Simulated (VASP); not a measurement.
# Si54O (a cell with a defect) in VASP: a series of runs, part 3 of 3

VASP 6.6.1. Earlier steps stand in the parts before.

## 4. Single point, PBE (with an interstitial atom, then relaxed in part)

INCAR reads:

```
ALGO = Fast
EDIFF = 1E-7
ENCUT = 520
GGA = PE
ISIF = 2
ISMEAR = 0
LASPH = True
LCHARG = False
LREAL = Auto
LWAVE = False
NBANDS = 144
NELM = 100
PREC = Accurate
SIGMA = 0.02
```

KPOINTS reads:

```
k-points
0
Gamma
  2 2 2
```

POSCAR reads:

```
Si54O
1.0
   -8.2051406323      0.0000000000      8.2051406323
   -8.2051406323     -8.2051406323      0.0000000000
    0.0000000000     -8.2051406323      8.2051406323
Si O
54 1
Direct
    0.2490477158      0.9160426042      0.2506427503
    0.2510101239      0.5817310334      0.2504572051
    0.2514935573      0.2484385949      0.2500714353
    0.2490155217      0.9160182654      0.5843471235
    0.2500035673      0.5831697780      0.5834667578
    0.2494022476      0.2494172318      0.5850438613
    0.2552458982      0.9145634182      0.9151504314
    0.2510236149      0.5817628464      0.9168350309
    0.2494265992      0.2494346114      0.9161637841
    0.5741033672      0.9144930886      0.2557478853
    0.5828530409      0.5827576993      0.2499342244
    0.5817013468      0.2509577111      0.2511811344
    0.5885449843      0.9167161814      0.5794349464
    0.5828429276      0.5827549128      0.5845665036
    0.5831769919      0.2499304074      0.5834972625
    0.5886322010      0.9167433276      0.9153666346
    0.5865690592      0.5845416344      0.9144751519
    0.5816787482      0.2509935587      0.9162146855
    0.9257363746      0.9283306461      0.2070473839
    0.9167925309      0.5703722255      0.2564574020
    0.9166497881      0.2502304461      0.2515091806
    0.9170299422      0.9168155274      0.5831118725
    0.9172509573      0.5879851231      0.5796126577
    0.9166249348      0.2502257286      0.5816351871
    0.9257840837      0.9285448953      0.9390803660
    0.9172871214      0.5880300180      0.9152325552
    0.9152476189      0.2502417163      0.9172937575
    0.1669388206      0.1663852948      0.1663188147
    0.1716370319      0.8299173119      0.1671059600
    0.1670928276      0.4989418264      0.1670024981
    0.1669194164      0.1663751922      0.5003993851
    0.1668354359      0.8333746203      0.4999046645
    0.1672509245      0.4993971385      0.4999833947
    0.1657384948      0.1655410667      0.8344062070
    0.1716031223      0.8299285137      0.8314052860
    0.1672727039      0.4993894986      0.8334745720
    0.5020804849      0.1651051673      0.1664319102
    0.4976224204      0.8328204349      0.1658025228
    0.5002072941      0.5002397573      0.1652245659
    0.4991910808      0.1669366649      0.5005509310
    0.4975799632      0.8328262908      0.5038422525
    0.4999724488      0.5000285548      0.5000391084
    0.4991918715      0.1669449989      0.8334217782
    0.5048939613      0.8343520185      0.8304421765
    0.5001789027      0.5002359248      0.8344445920
    0.8294104796      0.1742940470      0.1692920569
    0.8179423195      0.8129289759      0.1845100898
    0.8328204880      0.4980843027      0.1654972077
    0.8332051413      0.1668398325      0.4999740510
    0.8385429160      0.8382324929      0.4872590041
    0.8328178668      0.4980755660      0.5036755704
    0.8293516791      0.1743745776      0.8270032480
    0.8386843293      0.8383373193      0.8360728233
    0.8362843867      0.5023023596      0.8307707105
   -0.0357944206     -0.0095828372      0.0228401878
```

Potentials or basis: VASP PAW PBE potentials, release 64 (Si, O).

Started as:

```sh
cat potpaw_PBE.64/Si/POTCAR potpaw_PBE.64/O/POTCAR > POTCAR
mpirun -np 1 vasp_std > vasp.out
```

OUTCAR:

```text
EDIFF = 1E-7
   ENCUT = 520
   GGA = PE
   ISIF = 2
   ISMEAR = 0
   LASPH = True
   LREAL = Auto
   NELM = 100
   PREC = Accurate

 ion  position               nearest neighbor table
   1  0.249  0.916  0.251-  29 2.34  38 2.36  32 2.36  28 2.37
   2  0.251  0.582  0.250-  29 2.35  39 2.36  33 2.36  30 2.37
   3  0.251  0.248  0.250-  31 2.37  28 2.37  30 2.37  37 2.37
   4  0.249  0.916  0.584-  35 2.34  41 2.36  32 2.36  31 2.37
   5  0.250  0.583  0.583-  42 2.37  36 2.37  33 2.37  32 2.37
   6  0.249  0.249  0.585-  34 2.36  40 2.37  33 2.37  31 2.37
[... 10 lines left out ...]
  17  0.587  0.585  0.914-  54 2.37  44 2.37  45 2.38  39 2.38
  18  0.582  0.251  0.916-  52 2.35  45 2.36  43 2.36  37 2.37
  19  0.926  0.928  0.207-  55 1.76  29 2.37  46 2.37  47 2.40  50 2.66  25 3.11
  20  0.917  0.570  0.256-  47 2.31  51 2.34  48 2.34  30 2.37
  21  0.917  0.250  0.252-  46 2.33  48 2.35  49 2.35  28 2.37
  22  0.917  0.917  0.583-  32 2.37  49 2.37  50 2.40  53 2.40
  23  0.917  0.588  0.580-  33 2.37  50 2.37  51 2.37  54 2.38
  24  0.917  0.250  0.582-  52 2.33  51 2.35  49 2.35  31 2.37
  25  0.926  0.929  0.939-  55 1.76  35 2.37  52 2.37  47 2.40  53 2.66  19 3.11
  26  0.917  0.588  0.915-  36 2.37  48 2.37  53 2.37  54 2.38
  27  0.915  0.250  0.917-  34 2.37  54 2.39  46 2.39  52 2.39  55 2.49
  28  0.167  0.166  0.166-   9 2.37  21 2.37   1 2.37   3 2.37
  29  0.172  0.830  0.167-   1 2.34   2 2.35  19 2.37   7 2.39
  30  0.167  0.499  0.167-   2 2.37   8 2.37   3 2.37  20 2.37
  31  0.167  0.166  0.500-   6 2.37  24 2.37   3 2.37   4 2.37
  32  0.167  0.833  0.500-   1 2.36   4 2.36  22 2.37   5 2.37
  33  0.167  0.499  0.500-   2 2.36   6 2.37   5 2.37  23 2.37
[... 19 lines left out ...]
  53  0.839  0.838  0.836-  16 2.37  26 2.37  22 2.40  25 2.66
  54  0.836  0.502  0.831-  17 2.37  23 2.38  26 2.38  27 2.39
  55  0.964  0.990  0.023-  25 1.76  19 1.76  27 2.49

  LATTYP: Found a face centered cubic cell.
 ALAT       =    16.4102812646

  Lattice vectors:

 A1 = (  -8.2051406323,   0.0000000000,   8.2051406323)
 A2 = (  -8.2051406323,  -8.2051406323,   0.0000000000)
 A3 = (   0.0000000000,  -8.2051406323,   8.2051406323)

Analysis of symmetry for initial positions (statically):
=====================================================================
[... 242 lines left out ...]
   LEPSILON=     F    determine dielectric tensor
   LRPA    =     F    only Hartree local field effects (RPA)
 non-spin polarized calculation
 RMM-DIIS sequential band-by-band and
 Gauss-broadening in eV      SIGMA  =   0.02
  energy-cutoff  :      520.00
  volume of cell :     1104.81
 maximum number of plane-waves:     29794
 NGX is ok and might be reduce to    90
   NGX = 43   NGY = 43   NGZ = 43

 number of electron     222.0000008 magnetization

 Free energy of the ion-electron system (eV)
  ---------------------------------------------------
  ext. energy  EPLUGINS =         0.00000000
  ---------------------------------------------------
  free energy    TOTEN  =      -297.10101134 eV

  energy without entropy =     -297.10101134  energy(sigma->0) =     -297.10101134

 E-fermi :   5.6269     XC(G=0):  -9.3655

 val. band max:        5.5511926025   @ k =   0.0000   0.5000   0.5000
 cond. band min:       5.7008848524   @ k =   0.0000   0.0000   0.0000
 fundamental gap:      0.1496922499
 Fermi energy:         5.6268588539

 k-point     1 :       0.0000    0.0000    0.0000
  band No.  band energies     occupation
      1     -13.9337      2.00000
      2      -6.1175      2.00000
      3      -4.9264      2.00000
      4      -4.8880      2.00000
      5      -4.8659      2.00000
      6      -4.8414      2.00000
[... 997 lines left out ...]
    122       7.7863      0.00000
    123       7.8335      0.00000
 [bands above 123 left out]

------------------------ aborting loop because EDIFF is reached ----------------------------------------

  FORCE on cell =-STRESS in cart. coord.  units (eV):
  Direction    XX          YY          ZZ          XY          YZ          ZX
  --------------------------------------------------------------------------------------
  -------------------------------------------------------------------------------------
  Total        5.2487321      2.9172118      2.9079117      0.3053103      2.6377042      0.3159659
  in kB        7.6116166      4.2304879      4.2170011      0.4427554      3.8251510      0.4582081
  external PRESSURE =       5.3530352 kB  Pullay stress =       0.0000000 kB

 VOLUME and BASIS-vectors are now :
 -----------------------------------------------------------------------------
  energy-cutoff  :      520.00
  volume of cell :     1104.81
      direct lattice vectors                 reciprocal lattice vectors
    -8.205140632  0.000000000  8.205140632    -0.060937408  0.060937408  0.060937408
    -8.205140632 -8.205140632  0.000000000    -0.060937408 -0.060937408 -0.060937408
     0.000000000 -8.205140632  8.205140632     0.060937408 -0.060937408  0.060937408

 POSITION                                       TOTAL-FORCE (eV/Angst)
 -----------------------------------------------------------------------------------
     -9.55973     -9.57282      4.10003         0.001032     -0.001244      0.002115
     -6.83276     -6.82822      4.11461         0.004952      0.003550      0.002120
     -4.10201     -4.09034      4.11541         0.006693     -0.003378     -0.007211
     -9.55927    -12.31071      6.83786        -0.000797      0.001606     -0.004522
     -6.83630     -9.57242      6.83874         0.001177     -0.003957     -0.002522
     -4.09288     -6.84687      6.84675        -0.004863     -0.000957     -0.004086
[... 47 lines left out ...]
    -10.98329    -10.93805     13.67842         0.008075     -0.000130      0.001238
    -16.03795     -8.31392      8.09885        -0.017308     -0.009981     -0.008559
 -----------------------------------------------------------------------------------
    total drift:                                0.037881      0.002872      0.010543

  FREE ENERGIE OF THE ION-ELECTRON SYSTEM (eV)
  ---------------------------------------------------
  free  energy   TOTEN  =      -297.1010113438 eV

  energy  without entropy=     -297.1010113405  energy(sigma->0) =     -297.10101134
```

stdout:

```text
POSCAR found type information on POSCAR SiO
 POSCAR found :  2 types and      55 ions
 scaLAPACK will be used
 LDA part: xc-table for (Slater+PW92), standard interpolation
 POSCAR, INCAR and KPOINTS ok, starting setup
 FFT: planning ... GRIDC
 FFT: planning ... GRID_SOFT
 FFT: planning ... GRID
 WAVECAR not read
 entering main loop
```

Wall time 87 min (1 thread of Oxide Virtual Turin-like, shared host); peak memory 1.8 GiB.

Results:

```yaml
Free_energy: -297.1010 eV
Pressure: 0.5 GPa
Largest_force: 0.047 eV/Å
Band_gap_on_the_k_mesh: zero (bands 111 and 112 overlap by 0.18 eV)
```

Forces in eV/Å, atoms in the order of the input:
```
Si   0.001 -0.001  0.002
Si   0.005  0.004  0.002
Si   0.007 -0.003 -0.007
Si  -0.001  0.002 -0.005
Si   0.001 -0.004 -0.003
Si  -0.005 -0.001 -0.004
Si   0.001 -0.003 -0.006
Si   0.008 -0.001  0.005
Si  -0.004 -0.006  0.001
Si   0.009 -0.002 -0.003
Si   0.001  0.004 -0.009
Si   0.000 -0.010 -0.008
Si  -0.006 -0.002 -0.002
Si   0.001 -0.007  0.002
Si   0.002 -0.001  0.000
Si  -0.005  0.002  0.000
Si  -0.005 -0.004  0.000
Si   0.003 -0.009 -0.008
Si   0.007 -0.023  0.023
Si  -0.001 -0.001 -0.004
Si  -0.004 -0.003 -0.001
Si  -0.007 -0.001  0.003
Si  -0.009 -0.003  0.003
Si  -0.006  0.002 -0.003
Si   0.011  0.034 -0.030
Si  -0.010  0.001 -0.007
Si   0.000 -0.002 -0.003
Si  -0.002  0.005  0.006
Si  -0.005 -0.003  0.008
Si  -0.007  0.002  0.003
Si  -0.001  0.003  0.008
Si   0.003  0.001  0.002
Si   0.004  0.002  0.000
Si  -0.009  0.004  0.000
Si  -0.011  0.002  0.000
Si   0.004  0.003 -0.002
Si   0.002  0.004  0.006
Si  -0.001 -0.003  0.004
Si  -0.002  0.003  0.004
Si   0.006  0.006  0.002
Si  -0.002  0.005  0.001
Si   0.001  0.001  0.003
Si   0.006  0.005  0.004
Si   0.006  0.006  0.008
Si  -0.007  0.006  0.001
Si   0.002  0.004  0.005
Si  -0.008 -0.007  0.004
Si   0.009 -0.004  0.002
Si   0.008  0.000  0.001
Si   0.003  0.000 -0.003
Si   0.009  0.000 -0.004
Si  -0.002  0.002  0.012
Si   0.009  0.003 -0.005
Si   0.008  0.000  0.001
O   -0.017 -0.010 -0.009
```

Stress tensor (GPa, compression positive):
```
0.76 0.04 0.05
0.04 0.42 0.38
0.05 0.38 0.42
```

Levels at points of the mesh, in eV from the Fermi level:
```tsv
k point	band 108	band 109	band 110	band 111	band 112	band 113	band 114	band 115
(0.00, 0.00, 0.00)	-0.28	-0.24	0.07	0.10	0.39	0.76	0.79	0.83
(0.50, 0.00, 0.00)	-0.51	-0.41	-0.33	-0.28	0.32	1.10	1.12	1.15
(0.00, 0.50, 0.00)	-0.56	-0.41	-0.40	-0.27	0.35	1.09	1.10	1.15
(0.00, 0.00, 0.50)	-0.63	-0.43	-0.32	-0.23	0.08	1.09	1.10	1.11
(0.50, 0.50, 0.50)	-0.63	-0.43	-0.33	-0.23	0.08	1.09	1.10	1.11
(0.50, 0.50, 0.00)	-0.60	-0.57	-0.52	-0.51	0.25	0.77	0.88	1.73
(0.00, 0.50, 0.50)	-0.71	-0.53	-0.51	-0.21	-0.08	0.81	0.89	1.75
(0.50, 0.00, 0.50)	-0.71	-0.53	-0.51	-0.21	-0.08	0.81	0.89	1.75
```

Caveat: the cell differs from its parent crystal (with an interstitial atom, then relaxed in part).

## 5. Overview

| cell | gap on the mesh (eV) | pressure (GPa) | largest force (eV/Å) |
| --- | --- | --- | --- |
| as given, atomic positions A | none | 0.5 | 0.05 |
| as given, atomic positions B | none | 0.5 | 0.05 |
| as given, atomic positions C | none | 0.5 | 0.05 |

Alike in all rows: task single point; level PBE; potentials or basis VASP PAW PBE potentials, release 64 (Si, O); no spin polarisation; k mesh 2 × 2 × 2; cutoff (eV) 520; smearing gaussian 0.02 eV.

Total energies depend on the potentials used, so only differences within one code and one set of settings carry meaning.

The gap in the log of VASP goes by the Fermi energy; the results here count the filled bands.